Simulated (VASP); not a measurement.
# CoH3 (P6/mmm) in VASP: a series of runs, part 2 of 2

VASP 6.6.1.

## (5) Single point, PBE, collinear spin, ferromagnetic start

This run uses another cell than the first one, of 5.77 Å³/atom, 0.997 times its volume.

Input file INCAR:

```
  PREC = Accurate
  ENCUT = 520
  EDIFF = 1E-6
  ISMEAR = 0
  SIGMA = 0.15
  LREAL = F
  LASPH = T
  NELM = 150
  ALGO = Normal
  ISIF = 2
  LWAVE = F
  LCHARG = T
  ISPIN = 2
  MAGMOM = 3 0 0 0
  LORBIT = 11
  LMAXMIX = 4
  GGA = PE
  LELF = T
  LVHAR = T
  NBANDS = 18
```

Input file KPOINTS:

```
regular mesh
0
Gamma
  6 6 3
```

Input file POSCAR:

```
CoH3
1.0
    2.9140481950      0.0000000000      0.0000000000
   -1.4570240975      2.5236397648      0.0000000000
    0.0000000000      0.0000000000      3.1368724613
Co H
1 3
Direct
    0.0000000000      0.0000000000      0.5000000000
    0.3333333333      0.6666666667      0.5000000000
    0.6666666667      0.3333333333      0.5000000000
    0.0000000000      0.0000000000      0.0000000000
```

Potentials or basis: VASP PAW PBE potentials, release 64 (Co, H).

The run is started by

```bash
> cat potpaw_PBE.64/Co/POTCAR potpaw_PBE.64/H/POTCAR > POTCAR
> mpirun -np 1 vasp_std > vasp.out
```

OUTCAR:

```text
PREC = Accurate
   ENCUT = 520
   EDIFF = 1E-6
   ISMEAR = 0
   LREAL = F
   LASPH = T
   NELM = 150
   ISIF = 2
   ISPIN = 2
   LORBIT = 11
   GGA = PE

 ion  position               nearest neighbor table
   1  0.000  0.000  0.500-   4 1.57   4 1.57   2 1.68   3 1.68   3 1.68   2 1.68   3 1.68   2 1.68

   2  0.333  0.667  0.500-   1 1.68   1 1.68   1 1.68
   3  0.667  0.333  0.500-   1 1.68   1 1.68   1 1.68
   4  0.000  0.000  0.000-   1 1.57   1 1.57

  LATTYP: Found a hexagonal cell.
 ALAT       =     2.9140481950
[... 804 lines left out ...]
  energy-cutoff  :      520.00
  volume of cell :       23.07
      direct lattice vectors                 reciprocal lattice vectors
     2.914048195  0.000000000  0.000000000     0.343165223  0.198126534  0.000000000
    -1.457024097  2.523639765  0.000000000     0.000000000  0.396253068  0.000000000
     0.000000000  0.000000000  3.136872461     0.000000000  0.000000000  0.318788861

 POSITION                                       TOTAL-FORCE (eV/Angst)
 -----------------------------------------------------------------------------------
      0.00000      0.00000      1.56844         0.000000     -0.000000      0.000000
     -0.00000      1.68243      1.56844        -0.000000     -0.000000      0.000000
      1.45702      0.84121      1.56844         0.000000      0.000000      0.000000
      0.00000      0.00000      0.00000         0.000000     -0.000000      0.000000
 -----------------------------------------------------------------------------------
    total drift:                               -0.000000      0.000000      0.000000

  FREE ENERGIE OF THE ION-ELECTRON SYSTEM (eV)
  ---------------------------------------------------
  free  energy   TOTEN  =       -16.3196500838 eV

  energy  without entropy=      -16.3125900933  energy(sigma->0) =      -16.31612009

 total charge

# of ion       s       p       d       tot
------------------------------------------
    1        0.417   0.568   7.555   8.540
    2        0.526   0.029   0.000   0.555
    3        0.526   0.029   0.000   0.555
    4        0.566   0.017   0.000   0.583
--------------------------------------------------
tot          2.035   0.643   7.555  10.232

 magnetization (x)

# of ion       s       p       d       tot
------------------------------------------
    1        0.000   0.000  -0.000  -0.000
    2       -0.000  -0.000   0.000  -0.000
    3       -0.000  -0.000   0.000  -0.000
    4       -0.000  -0.000   0.000  -0.000
--------------------------------------------------
tot         -0.000  -0.000  -0.000  -0.000
```

OSZICAR:

```text
N       E                     dE             d eps       ncg     rms          rms(c)
DAV:   1     0.359124794421E+02    0.35912E+02   -0.45401E+03  1016   0.681E+02
DAV:   2    -0.156097531358E+02   -0.51522E+02   -0.45589E+02  1070   0.152E+02
DAV:   3    -0.178869223061E+02   -0.22772E+01   -0.22457E+01  1178   0.339E+01
DAV:   4    -0.179077309501E+02   -0.20809E-01   -0.20794E-01  1230   0.287E+00
DAV:   5    -0.179081640169E+02   -0.43307E-03   -0.43304E-03  1218   0.432E-01    0.174E+01
DAV:   6    -0.180205702715E+02   -0.11241E+00   -0.26694E+01  1236   0.599E+01    0.141E+01
DAV:   7    -0.163051953422E+02    0.17154E+01   -0.16925E+01  1260   0.379E+01    0.413E+00
DAV:   8    -0.163270258296E+02   -0.21830E-01   -0.55851E-01  1246   0.436E+00    0.147E+00
DAV:   9    -0.163201878278E+02    0.68380E-02   -0.29008E-02  1308   0.112E+00    0.851E-01
DAV:  10    -0.163193857776E+02    0.80205E-03   -0.43695E-03  1350   0.395E-01    0.216E-01
DAV:  11    -0.163195808576E+02   -0.19508E-03   -0.82784E-04  1162   0.214E-01    0.989E-02
DAV:  12    -0.163196231184E+02   -0.42261E-04   -0.32309E-04  1218   0.112E-01    0.470E-02
DAV:  13    -0.163196453026E+02   -0.22184E-04   -0.56169E-05  1214   0.424E-02    0.118E-02
DAV:  14    -0.163196492200E+02   -0.39174E-05   -0.50506E-06  1230   0.140E-02    0.737E-03
DAV:  15    -0.163196500838E+02   -0.86379E-06   -0.46427E-06   980   0.123E-02
   1 F= -.16319650E+02 E0= -.16316120E+02  d E =-.705999E-02  mag=    -0.0001
```

Wall time 8.7 s (1 thread of Intel Xeon 6975P-C (Granite Rapids), shared host); peak memory 0.14 GiB.

Results:

- Free energy: -16.3197 eV
- Pressure: -0.3 GPa
- Band gap on the k mesh: zero (filled and empty bands overlap)
- Net moment: 0.00 μB per cell
- Valence electrons inside the program's atomic spheres: Co 8.54; H 0.56, 0.58

Caveat: the k points lie up to 0.67 Å⁻¹ apart; the starting moments collapsed, and a magnetic state may lie lower.

## (6) Single point, PBE, collinear spin, ferromagnetic start

This run uses another cell than the first one: it holds 8 atoms, not 4.

Input file INCAR:

```
SYSTEM = CoH3
ALGO = Normal ; EDIFF = 1E-6
ENCUT = 520 ; GGA = PE
ISIF = 2 ; ISMEAR = 0
ISPIN = 2 ; LASPH = .True.
LCHARG = .True. ; LELF = .True.
LMAXMIX = 4 ; LORBIT = 11
LREAL = .False. ; LVHAR = .True.
LWAVE = .False. ; MAGMOM = 3 3 0 0 0 0 0 0
NBANDS = 26 ; NELM = 150
PREC = Accurate ; SIGMA = 0.15
```

Input file KPOINTS:

```
k-points
0
Gamma
  4 4 3
  0 0 0
```

Input file POSCAR:

```
CoH3
1.0
    4.2524873896      0.0000000000      0.0000000000
   -2.1262436948      3.6827621087      0.0000000000
    0.0000000000      0.0000000000      3.0753681753
Co H
2 6
Direct
    0.3333333333      0.6666666667      0.5000000000
    0.6666666667      0.3333333333      0.5000000000
    0.5000000000      0.0000000000      0.0000000000
    0.0000000000      0.5000000000      0.0000000000
    0.5000000000      0.5000000000      0.0000000000
    0.3333333333      0.6666666667      0.0000000000
    0.6666666667      0.3333333333      0.0000000000
    0.0000000000      0.0000000000      0.5000000000
```

Potentials or basis: VASP PAW PBE potentials, release 64 (Co, H).

The run is started by

```bash
> cat potpaw_PBE.64/Co/POTCAR potpaw_PBE.64/H/POTCAR > POTCAR
> mpirun -np 1 vasp_std > vasp.out
```

OUTCAR:

```text
SYSTEM = CoH3
   EDIFF = 1E-6
   ENCUT = 520
   GGA = PE
   ISIF = 2
   ISMEAR = 0
   ISPIN = 2
   LASPH = .True.
   LORBIT = 11
   LREAL = .False.
   NELM = 150
   PREC = Accurate

 ion  position               nearest neighbor table
   1  0.333  0.667  0.500-   6 1.54   6 1.54   4 1.97   4 1.97   3 1.97   3 1.97   5 1.97   5 1.97
                             2 2.46   2 2.46   2 2.46
   2  0.667  0.333  0.500-   7 1.54   7 1.54   4 1.97   4 1.97   3 1.97   3 1.97   5 1.97   5 1.97
                             1 2.46   1 2.46   1 2.46
   3  0.500  0.000  0.000-   1 1.97   2 1.97   1 1.97   2 1.97
   4  0.000  0.500  0.000-   1 1.97   2 1.97   1 1.97   2 1.97
   5  0.500  0.500  0.000-   1 1.97   2 1.97   1 1.97   2 1.97
   6  0.333  0.667  0.000-   1 1.54   1 1.54
   7  0.667  0.333  0.000-   2 1.54   2 1.54
   8  0.000  0.000  0.500-

  LATTYP: Found a hexagonal cell.
 ALAT       =     4.2524873896
 C/A-ratio  =     0.7231927796

  Lattice vectors:

 A1 = (   4.2524873896,   0.0000000000,   0.0000000000)
 A2 = (  -2.1262436948,   3.6827621087,   0.0000000000)
 A3 = (   0.0000000000,   0.0000000000,   3.0753681753)

Analysis of symmetry for initial positions (statically):
=====================================================================
 Subroutine PRICEL returns:
 Original cell was already a primitive cell.

 Routine SETGRP: Setting up the symmetry group for a
 hexagonal supercell.

 Subroutine GETGRP returns: Found 24 space group operations
 (whereof 24 operations were pure point group operations)
 out of a pool of 24 trial point group operations.

The static configuration has the point symmetry D_6h.

Analysis of symmetry for dynamics (positions and initial velocities):
=====================================================================
 Subroutine PRICEL returns:
 Original cell was already a primitive cell.

 Routine SETGRP: Setting up the symmetry group for a
 hexagonal supercell.

 Subroutine GETGRP returns: Found 24 space group operations
 (whereof 24 operations were pure point group operations)
 out of a pool of 24 trial point group operations.

The dynamic configuration has the point symmetry D_6h.

Analysis of structural, dynamic, and magnetic symmetry:
=====================================================================
 Subroutine PRICEL returns:
 Original cell was already a primitive cell.

 Routine SETGRP: Setting up the symmetry group for a
 hexagonal supercell.

 Subroutine GETGRP returns: Found 24 space group operations
 (whereof 24 operations were pure point group operations)
 out of a pool of 24 trial point group operations.

The overall configuration has the point symmetry D_6h.

 Subroutine INISYM returns: Found 24 space group operations
 (whereof 24 operations are pure point group operations),
 and found     1 'primitive' translations

----------------------------------------------------------------------------------------

                                     Primitive cell

  volume of cell :      48.1630

  direct lattice vectors                    reciprocal lattice vectors
[... 92 lines left out ...]
   PSTRESS=    0.0 pullay stress
   NELECT =      24.0000    total number of electrons
   NUPDOWN=      -1.0000    fix difference up-down
   EMIN   =  10.00;   EMAX   =-10.00  energy-range for DOS
   EFERMI =   0.00;   METHOD = LEGACY
   ISMEAR =     0;   SIGMA  =   0.15  broadening in eV -4-tet -1-fermi 0-gaus
   EFERMI_NEDOS =   21; number of points for ismear=-14 and -15
   IALGO  =     38    algorithm
   IMIX   =      4    mixing-type and parameters
     AMIX     =   0.40;   BMIX     =  1.00
     AMIX_MAG =   1.60;   BMIX_MAG =  1.00
  volume/ion in A,a.u.               =       6.02        40.63
  Fermi-wavevector in a.u.,A,eV,Ry     =   1.297898  2.452672 22.919556  1.684540
  Thomas-Fermi vector in A             =   2.429261
   LORBIT       =     11    0 simple, 1 ext, 2 COOP (PROOUT), +10 PAW based schemes
   GGA     = PE    functional components
   LHFCALC =     F    Hartree Fock is set to
   AEXX    =    0.0000 exact exchange contribution
   IVDW    =     0    specifies the selected vdW correction
   LEPSILON=     F    determine dielectric tensor
   LRPA    =     F    only Hartree local field effects (RPA)
 spin polarized calculation
 Gauss-broadening in eV      SIGMA  =   0.15
  energy-cutoff  :      520.00
  volume of cell :       48.16
 maximum number of plane-waves:      1310
 NGX is ok and might be reduce to    32

 number of electron      24.0000002 magnetization       1.9972411

 Free energy of the ion-electron system (eV)
  ---------------------------------------------------
  ext. energy  EPLUGINS =         0.00000000
  ---------------------------------------------------
  free energy    TOTEN  =       -28.94502780 eV

  energy without entropy =      -28.93155591  energy(sigma->0) =      -28.93829186

 E-fermi :   4.9726     XC(G=0): -10.9280

 val. band max:        4.8701205347   @ k =   0.2500   0.2500   0.3333
 cond. band min:       5.1501402236   @ k =   0.5000  -0.0000   0.0000
 fundamental gap:      0.2800196889
 Fermi energy:         4.9725656567

 spin component 1

 k-point     1 :       0.0000    0.0000    0.0000
  band No.  band energies     occupation
      1      -8.5750      1.00000
      2      -2.8609      1.00000
      3      -0.3061      1.00000
      4       0.4911      1.00000
      5       0.4911      1.00000
      6       2.5997      1.00000
[... 205 lines left out ...]
     23      19.6583      0.00000
     24      20.5369      0.00000
 Fermi energy:         4.9725656567

 spin component 2

 k-point     1 :       0.0000    0.0000    0.0000
  band No.  band energies     occupation
      1      -8.5036      1.00000
      2      -2.4427      1.00000
      3       0.1745      1.00000
      4       0.6749      1.00000
      5       0.6749      1.00000
      6       3.4326      1.00000
[... 205 lines left out ...]
     23      19.7898      0.00000
     24      20.5689      0.00000
 [bands above 24 left out]

------------------------ aborting loop because EDIFF is reached ----------------------------------------

  FORCE on cell =-STRESS in cart. coord.  units (eV):
  Direction    XX          YY          ZZ          XY          YZ          ZX
  --------------------------------------------------------------------------------------
  -------------------------------------------------------------------------------------
  Total       -0.0224402     -0.0224402      0.1100253      0.0000000     -0.0000000      0.0000000
  in kB       -0.7464895     -0.7464895      3.6600686      0.0000000     -0.0000000      0.0000000
  external PRESSURE =       0.7223632 kB  Pullay stress =       0.0000000 kB

 VOLUME and BASIS-vectors are now :
 -----------------------------------------------------------------------------
  energy-cutoff  :      520.00
  volume of cell :       48.16
      direct lattice vectors                 reciprocal lattice vectors
     4.252487390  0.000000000  0.000000000     0.235156488  0.135767662  0.000000000
    -2.126243695  3.682762109  0.000000000     0.000000000  0.271535323  0.000000000
     0.000000000  0.000000000  3.075368175     0.000000000  0.000000000  0.325164320

 POSITION                                       TOTAL-FORCE (eV/Angst)
 -----------------------------------------------------------------------------------
     -0.00000      2.45517      1.53768         0.000000     -0.000000      0.000000
      2.12624      1.22759      1.53768        -0.000000      0.000000      0.000000
      2.12624      0.00000      0.00000        -0.000000      0.000000      0.000000
     -1.06312      1.84138      0.00000        -0.000000      0.000000      0.000000
      1.06312      1.84138      0.00000        -0.000000      0.000000      0.000000
     -0.00000      2.45517      0.00000        -0.000000     -0.000000     -0.000000
      2.12624      1.22759      0.00000        -0.000000      0.000000      0.000000
      0.00000      0.00000      1.53768        -0.000000      0.000000      0.000000
 -----------------------------------------------------------------------------------
    total drift:                               -0.000000      0.000000      0.000000

  FREE ENERGIE OF THE ION-ELECTRON SYSTEM (eV)
  ---------------------------------------------------
  free  energy   TOTEN  =       -28.9450277992 eV

  energy  without entropy=      -28.9315559119  energy(sigma->0) =      -28.93829186

 total charge

# of ion       s       p       d       tot
------------------------------------------
    1        0.385   0.466   7.504   8.355
    2        0.385   0.466   7.504   8.355
    3        0.462   0.032   0.000   0.494
    4        0.462   0.032   0.000   0.494
    5        0.462   0.032   0.000   0.494
    6        0.576   0.053   0.000   0.628
    7        0.576   0.053   0.000   0.628
    8        0.387   0.006   0.000   0.393
--------------------------------------------------
tot          3.695   1.138  15.008  19.841

 magnetization (x)

# of ion       s       p       d       tot
------------------------------------------
    1       -0.008   0.003   1.027   1.022
    2       -0.008   0.003   1.027   1.022
    3       -0.002  -0.001   0.000  -0.002
    4       -0.002  -0.001   0.000  -0.002
    5       -0.002  -0.001   0.000  -0.002
    6       -0.005   0.006   0.000   0.000
    7       -0.005   0.006   0.000   0.000
    8        0.001  -0.001   0.000  -0.000
--------------------------------------------------
tot         -0.030   0.013   2.054   2.037
```

Wall time 21 s (1 thread of Intel Xeon Platinum 8488C (Sapphire Rapids), shared host); peak memory 0.18 GiB.

Results:

| Property | Result |
| --- | --- |
| Free energy | -28.9450 eV |
| Pressure | 0.1 GPa |
| Band gap on the k mesh | zero (filled and empty bands overlap) |
| Net moment | 2.00 μB per cell |
| Site moments | Co +1.02; H -0.00, +0.00 μB |
| Valence electrons inside the program's atomic spheres | Co 8.36; H 0.49, 0.63, 0.39 |

Stress tensor (GPa, compression positive):
```
-0.07  0.00  0.00
 0.00 -0.07  0.00
 0.00  0.00  0.37
```

Levels at points of the mesh, in eV from the Fermi level:
Spin up:
```tsv
k point	band 10	band 11	band 12	band 13	band 14	band 15	band 16	band 17
(0.00, 0.00, 0.00)	-1.21	-1.21	-0.80	-0.80	0.21	2.20	5.68	5.68
(0.50, 0.00, 0.00)	-1.49	-1.09	-1.08	-0.69	0.68	4.43	7.97	8.02
```
Spin down:
| k point | band 9 | band 10 | band 11 | band 12 | band 13 | band 14 |
| --- | --- | --- | --- | --- | --- | --- |
| (0.00, 0.00, 0.00) | -1.40 | -0.52 | -0.52 | 0.20 | 0.20 | 0.73 |
| (0.50, 0.00, 0.00) | -1.28 | -0.83 | -0.38 | 0.18 | 0.60 | 1.52 |

Caveat: the k points lie up to 0.68 Å⁻¹ apart.

## (7) The runs side by side

| cell | k mesh | gap on the mesh (eV) | pressure (GPa) | moment (μB) |
| --- | --- | --- | --- | --- |
| a = 3.373, b = 3.373, c = 2.349 Å, angles 90.0, 90.0, 120.0°, 4 atoms | 5 × 5 × 3 | none | -0.4 | 0.77 |
| a = 2.322, b = 2.322, c = 5.663 Å, angles 90.0, 90.0, 120.0°, 4 atoms | 5 × 5 × 3 | none | -0.1 | 1.30 |
| a = 2.449, b = 2.449, c = 5.282 Å, angles 90.0, 90.0, 120.0°, 4 atoms | 5 × 5 × 3 | none | -0.8 | 1.73 |
| a = 4.252, b = 4.252, c = 3.075 Å, angles 90.0, 90.0, 120.0°, 8 atoms | 4 × 4 × 3 | none | 0.1 | 2.00 |

Alike in all rows: task single point; level PBE; potentials or basis VASP PAW PBE potentials, release 64 (Co, H); spin collinear, ferromagnetic start; cutoff (eV) 520; smearing gaussian 0.15 eV.

Caveats: all runs use coarse meshes.

Total energies depend on the potentials used, so only differences within one code and one set of settings carry meaning.
